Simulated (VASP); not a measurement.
# Na (Fmmm) in VASP: notebook

Na is run at these levels: PBE; tasks: single point.

All numbers are computed with VASP 6.6.1; they aren't measurements. Logs are shortened: lines on timing, memory, paths and dates and some standing lists are left out, and cuts for length are marked.

## Step 1: The cell of the first run

The structure is orthorhombic, space group Fmmm (No. 69). The conventional cell has a = 4.235 Å, b = 5.899 Å, c = 6.079 Å, α = 90.00°, β = 90.00°, γ = 90.00°. Na (site symmetry mmm) has 14 Na at 3.63 to 4.24 Å within 4.8 Å.

## Step 2: Single point, PBE (strain -0.0300 x Voigt [0, 0, 0, 0, 0, 1])

Input file INCAR:

```
SYSTEM = Na
PREC = Accurate
ENCUT = 520
EDIFF = 1E-7
ISMEAR = 0
SIGMA = 0.15
LREAL = .FALSE.
LASPH = .TRUE.
NELM = 100
ALGO = Fast
ISIF = 2
LWAVE = .FALSE.
LCHARG = .FALSE.
GGA = PE
NBANDS = 10
```

Input file KPOINTS:

```
Automatic mesh
0
G
  16 16 16
  0 0 0
```

Input file POSCAR:

```
Na
1.0
   -2.1492625000      2.1492625000      2.1175000000
    2.1492625000     -2.1492625000      2.1175000000
    2.0857375000      2.0857375000     -2.1175000000
Na
1
Direct
    0.0000000000      0.0000000000      0.0000000000
```

Potentials or basis: VASP PAW PBE potentials, release 64 (Na_pv).

Started as:

```console
$ cat potpaw_PBE.64/Na_pv/POTCAR > POTCAR
$ mpirun -np 1 vasp_std > vasp.out
```

OUTCAR:

```text
SYSTEM = Na
   PREC = Accurate
   ENCUT = 520
   EDIFF = 1E-7
   ISMEAR = 0
   LREAL = .FALSE.
   LASPH = .TRUE.
   NELM = 100
   ISIF = 2
   GGA = PE

 ion  position               nearest neighbor table
   1  0.000  0.000  0.000-

  LATTYP: Found a face centered orthorhombic cell.
 ALAT       =     4.2350000000
 B/A-ratio  =     1.3930003589
 C/A-ratio  =     1.4354267658

  Lattice vectors:

 A1 = (  -0.0635250000,   4.2350000000,   0.0000000000)
 A2 = (  -2.1492625000,   2.1492625000,   2.1175000000)
 A3 = (   2.0857375000,   2.0857375000,   2.1175000000)

Analysis of symmetry for initial positions (statically):
=====================================================================
 Subroutine PRICEL returns:
 Original cell was already a primitive cell.

 Routine SETGRP: Setting up the symmetry group for a
 face centered orthorhombic supercell.

 Subroutine GETGRP returns: Found  8 space group operations
 (whereof  8 operations were pure point group operations)
 out of a pool of  8 trial point group operations.

The static configuration has the point symmetry D_2h.

Analysis of symmetry for dynamics (positions and initial velocities):
=====================================================================
 Subroutine PRICEL returns:
 Original cell was already a primitive cell.

 Routine SETGRP: Setting up the symmetry group for a
 face centered orthorhombic supercell.

 Subroutine GETGRP returns: Found  8 space group operations
 (whereof  8 operations were pure point group operations)
 out of a pool of  8 trial point group operations.

The dynamic configuration has the point symmetry D_2h.

 Subroutine INISYM returns: Found  8 space group operations
 (whereof  8 operations are pure point group operations),
 and found     1 'primitive' translations

----------------------------------------------------------------------------------------

                                     Primitive cell

  volume of cell :      37.9693

  direct lattice vectors                    reciprocal lattice vectors
    -2.149262500  2.149262500  2.117500000     0.003542710  0.236180650  0.236127509
     2.149262500 -2.149262500  2.117500000     0.236180650  0.003542710  0.236127509
     2.085737500  2.085737500 -2.117500000     0.239723359  0.239723359  0.000000000

  length of vectors
     3.704384542  3.704384542  3.631034025     0.333991093  0.333991093  0.339020026

  position of ions in fractional coordinates (direct lattice)
     0.000000000  0.000000000  0.000000000

  ion indices of the primitive-cell ions
   primitive index   ion index
                 1           1

----------------------------------------------------------------------------------------

 KPOINTS: Automatic mesh

Automatic generation of k-mesh.
 Grid dimensions read from file:
 generate k-points for:   16   16   16

 Generating k-lattice:

  Cartesian coordinates                     Fractional coordinates (reciprocal lattice)
     0.000221419  0.014761291  0.014757969     0.062500000  0.000000000  0.000000000
     0.014761291  0.000221419  0.014757969     0.000000000  0.062500000  0.000000000
     0.014982710  0.014982710  0.000000000     0.000000000  0.000000000  0.062500000

  Length of vectors
     0.020874443  0.020874443  0.021188752

  Shift w.r.t. Gamma in fractional coordinates (k-lattice)
     0.000000000  0.000000000  0.000000000

 Subroutine IBZKPT returns following result:
 ===========================================

 Found    621 irreducible k-points:

 Following reciprocal coordinates:
            Coordinates               Weight
  0.000000  0.000000  0.000000      1.000000
  0.062500  0.000000  0.000000      8.000000
  0.125000  0.000000  0.000000      8.000000
  0.187500 -0.000000  0.000000      8.000000
  0.250000  0.000000  0.000000      8.000000
  0.312500  0.000000  0.000000      8.000000
[... 16 lines left out ...]
 -0.125000  0.062500  0.000000      8.000000
 -0.062500  0.062500  0.000000      2.000000
 [... further k-points ...]
   k-points           NKPTS =    621   k-points in BZ     NKDIM =    621   number of bands    NBANDS=     10
   number of dos      NEDOS =    301   number of ions     NIONS =      1
   total plane-waves  NPLWV =  21952
   dimension x,y,z NGX =    28 NGY =   28 NGZ =   28
   dimension x,y,z NGXF=    56 NGYF=   56 NGZF=   56
   ions per type =               1
   NGX,Y,Z   is equivalent  to a cutoff of  12.57, 12.57, 12.82 a.u.
   NGXF,Y,Z  is equivalent  to a cutoff of  25.13, 25.13, 25.64 a.u.
 SYSTEM =  Na
   PREC   = accura    normal or accurate (medium, high low for compatibility)
   ISTART =      0    job   : 0-new  1-cont  2-samecut
   ICHARG =      2    charge: 1-file 2-atom 10-const
   ISPIN  =      1    spin polarized calculation?
   LNONCOLLINEAR =      F non collinear calculations
   LSORBIT =      F    spin-orbit coupling
   LASPH  =      T    aspherical Exc in radial PAW
   ENCUT  =  520.0 eV  38.22 Ry    6.18 a.u.   6.89  6.89  6.75*2*pi/ulx,y,z
   NELM   =    100;   NELMIN=  2; NELMDL= -5     # of ELM steps
   EDIFF  = 0.1E-06   stopping-criterion for ELM
   LREAL  =      F    real-space projection
   EDIFFG = 0.1E-05   stopping-criterion for IOM
   NSW    =      0    number of steps for IOM
   IBRION =     -1    ionic relax: 0-MD 1-quasi-New 2-CG
   NFREE  =      0    steps in history (QN), initial steepest desc. (CG)
   ISIF   =      2    stress and relaxation
   ISYM   =      2    0-nonsym 1-usesym 2-fastsym
   POTIM  = 0.5000    time-step for ionic-motion
   TEBEG  =    0.0;   TEEND  =   0.0 temperature during run
   PSTRESS=    0.0 pullay stress
   NELECT =       7.0000    total number of electrons
   NUPDOWN=      -1.0000    fix difference up-down
   EMIN   =  10.00;   EMAX   =-10.00  energy-range for DOS
   EFERMI =   0.00;   METHOD = LEGACY
   ISMEAR =     0;   SIGMA  =   0.15  broadening in eV -4-tet -1-fermi 0-gaus
   EFERMI_NEDOS =   21; number of points for ismear=-14 and -15
   IALGO  =     68    algorithm
   IMIX   =      4    mixing-type and parameters
     AMIX     =   0.40;   BMIX     =  1.00
     AMIX_MAG =   1.60;   BMIX_MAG =  1.00
  volume/ion in A,a.u.               =      37.97       256.23
  Fermi-wavevector in a.u.,A,eV,Ry     =   0.931744  1.760741 11.811859  0.868147
  Thomas-Fermi vector in A             =   2.058269
   LORBIT       =      0    0 simple, 1 ext, 2 COOP (PROOUT), +10 PAW based schemes
   GGA     = PE    functional components
   LHFCALC =     F    Hartree Fock is set to
   AEXX    =    0.0000 exact exchange contribution
   IVDW    =     0    specifies the selected vdW correction
   LEPSILON=     F    determine dielectric tensor
   LRPA    =     F    only Hartree local field effects (RPA)
 non-spin polarized calculation
 RMM-DIIS sequential band-by-band and
 Gauss-broadening in eV      SIGMA  =   0.15
  energy-cutoff  :      520.00
  volume of cell :       37.97
 maximum number of plane-waves:      1040
   NGX = 13   NGY = 13   NGZ = 13

 number of electron       7.0000008 magnetization

 Free energy of the ion-electron system (eV)
  ---------------------------------------------------
  ext. energy  EPLUGINS =         0.00000000
  ---------------------------------------------------
  free energy    TOTEN  =        -1.31289590 eV

  energy without entropy =       -1.30776013  energy(sigma->0) =       -1.31032802

 E-fermi :   0.2644     XC(G=0):  -6.4402

 val. band max:        0.2599657228   @ k =  -0.1875  -0.3750   0.1250
 cond. band min:       0.2709321997   @ k =  -0.1250   0.3750   0.1875
 fundamental gap:      0.0109664770
 Fermi energy:         0.2644454501

 k-point     1 :       0.0000    0.0000    0.0000
  band No.  band energies     occupation
      1     -24.6607      2.00000
      2     -24.6604      2.00000
      3     -24.6601      2.00000
      4      -2.9669      2.00000
      5      11.7077      0.00000
      6      11.7672      0.00000
      7      11.9161      0.00000
      8      12.8301      0.00000
      9      12.9659      0.00000
     10      13.0015      0.00000

 k-point     2 :       0.0625    0.0000    0.0000
  band No.  band energies     occupation
      1     -24.6618      2.00000
      2     -24.6608      2.00000
      3     -24.6603      2.00000
      4      -2.8991      2.00000
      5      10.8727      0.00000
      6      11.2817      0.00000
      7      11.5054      0.00000
      8      12.2893      0.00000
      9      12.4120      0.00000
     10      13.4447      0.00000

 k-point     3 :       0.1250    0.0000    0.0000
  band No.  band energies     occupation
      1     -24.6654      2.00000
      2     -24.6620      2.00000
      3     -24.6604      2.00000
      4      -2.6964      2.00000
      5       9.2698      0.00000
      6      10.5710      0.00000
      7      10.9274      0.00000
      8      11.5992      0.00000
      9      12.1275      0.00000
     10      13.7196      0.00000

 k-point     4 :       0.1875   -0.0000    0.0000
  band No.  band energies     occupation
      1     -24.6707      2.00000
      2     -24.6637      2.00000
      3     -24.6604      2.00000
      4      -2.3603      2.00000
      5       7.6880      0.00000
      6       9.9115      0.00000
      7      10.3782      0.00000
      8      10.9799      0.00000
      9      11.7713      0.00000
     10      13.9832      0.00000

 k-point     5 :       0.2500    0.0000    0.0000
  band No.  band energies     occupation
      1     -24.6770      2.00000
      2     -24.6658      2.00000
      3     -24.6604      2.00000
      4      -1.8932      2.00000
      5       6.1922      0.00000
      6       9.3558      0.00000
      7       9.9113      0.00000
      8      10.4737      0.00000
      9      11.3695      0.00000
     10      14.3497      0.00000

 k-point     6 :       0.3125    0.0000    0.0000
  band No.  band energies     occupation
      1     -24.6833      2.00000
      2     -24.6679      2.00000
      3     -24.6603      2.00000
      4      -1.2987      2.00000
      5       4.7960      0.00000
      6       8.9178      0.00000
      7       9.5421      0.00000
      8      10.0830      0.00000
      9      10.9997      0.00000
     10      14.8338      0.00000
[... 183 lines left out ...]
 k-point    21 :      -0.2500    0.0625   -0.0000
  band No.  band energies     occupation
      1     -24.6735      2.00000
      2     -24.6651      2.00000
      3     -24.6609      2.00000
      4      -2.1008      2.00000
      5       6.9694      0.00000
      6       8.6050      0.00000
      7      10.1564      0.00000
      8      11.2724      0.00000
      9      12.0679      0.00000
     10      13.4799      0.00000

 k-point    22 :      -0.1875    0.0625   -0.0000
  band No.  band energies     occupation
      1     -24.6679      2.00000
      2     -24.6630      2.00000
      3     -24.6609      2.00000
      4      -2.5005      2.00000
      5       8.4662      0.00000
      6       9.2130      0.00000
      7      10.6658      0.00000
      8      11.8218      0.00000
      9      12.2787      0.00000
     10      13.4371      0.00000

 k-point    23 :      -0.1250    0.0625    0.0000
  band No.  band energies     occupation
      1     -24.6636      2.00000
      2     -24.6614      2.00000
      3     -24.6609      2.00000
      4      -2.7679      2.00000
      5       9.7241      0.00000
      6      10.2080      0.00000
      7      11.2249      0.00000
      8      12.1124      0.00000
      9      12.5607      0.00000
     10      13.6893      0.00000

 k-point    24 :      -0.0625    0.0625    0.0000
  band No.  band energies     occupation
      1     -24.6612      2.00000
      2     -24.6608      2.00000
      3     -24.6608      2.00000
      4      -2.9012      2.00000
      5      10.5503      0.00000
      6      11.3390      0.00000
      7      11.6324      0.00000
      8      12.2335      0.00000
      9      12.6528      0.00000
     10      13.6350      0.00000

 [... further k-points ...]
[... 5 lines left out ...]
  --------------------------------------------------------------------------------------
  -------------------------------------------------------------------------------------
  Total       -0.0500327     -0.0500327     -0.0479212      0.0446392     -0.0000000     -0.0000000
  in kB       -2.1112141     -2.1112141     -2.0221124      1.8836260     -0.0000000     -0.0000000
  external PRESSURE =      -2.0815135 kB  Pullay stress =       0.0000000 kB

 VOLUME and BASIS-vectors are now :
 -----------------------------------------------------------------------------
  energy-cutoff  :      520.00
  volume of cell :       37.97
      direct lattice vectors                 reciprocal lattice vectors
    -2.149262500  2.149262500  2.117500000     0.003542710  0.236180650  0.236127509
     2.149262500 -2.149262500  2.117500000     0.236180650  0.003542710  0.236127509
     2.085737500  2.085737500 -2.117500000     0.239723359  0.239723359  0.000000000

 POSITION                                       TOTAL-FORCE (eV/Angst)
 -----------------------------------------------------------------------------------
      0.00000      0.00000      0.00000         0.000000      0.000000      0.000000
 -----------------------------------------------------------------------------------
    total drift:                               -0.000000     -0.000000     -0.000000

  FREE ENERGIE OF THE ION-ELECTRON SYSTEM (eV)
  ---------------------------------------------------
  free  energy   TOTEN  =        -1.3128959040 eV

  energy  without entropy=       -1.3077601294  energy(sigma->0) =       -1.31032802
```

Wall time 76 s (1 thread of Intel Xeon 6975P-C (Granite Rapids), shared host); peak memory 0.3 GiB.

What came out:

```
Free energy : -1.3129 eV
Pressure    : -0.2 GPa
```

Levels at points of the mesh, in eV from the Fermi level:
| k point | band 1 | band 2 | band 3 | band 4 | band 5 | band 6 | band 7 | band 8 |
| --- | --- | --- | --- | --- | --- | --- | --- | --- |
| (0.00, 0.00, 0.00) | -24.93 | -24.92 | -24.92 | -3.23 | 11.44 | 11.50 | 11.65 | 12.57 |
| (0.50, 0.00, 0.00) | -24.96 | -24.94 | -24.92 | 0.75 | 1.19 | 8.09 | 8.80 | 9.32 |
| (0.50, 0.50, 0.00) | -24.95 | -24.93 | -24.93 | 0.64 | 1.05 | 8.19 | 9.14 | 9.23 |
| (0.00, 0.00, 0.50) | -24.96 | -24.94 | -24.92 | 0.86 | 1.33 | 8.02 | 8.85 | 9.01 |
| (0.50, 0.50, 0.50) | -24.95 | -24.95 | -24.95 | 4.48 | 4.48 | 4.78 | 4.81 | 4.85 |

Caveat: the cell differs from its parent crystal (strain -0.0300 x Voigt [0, 0, 0, 0, 0, 1]).

(Part 1 of 2 ends here.)
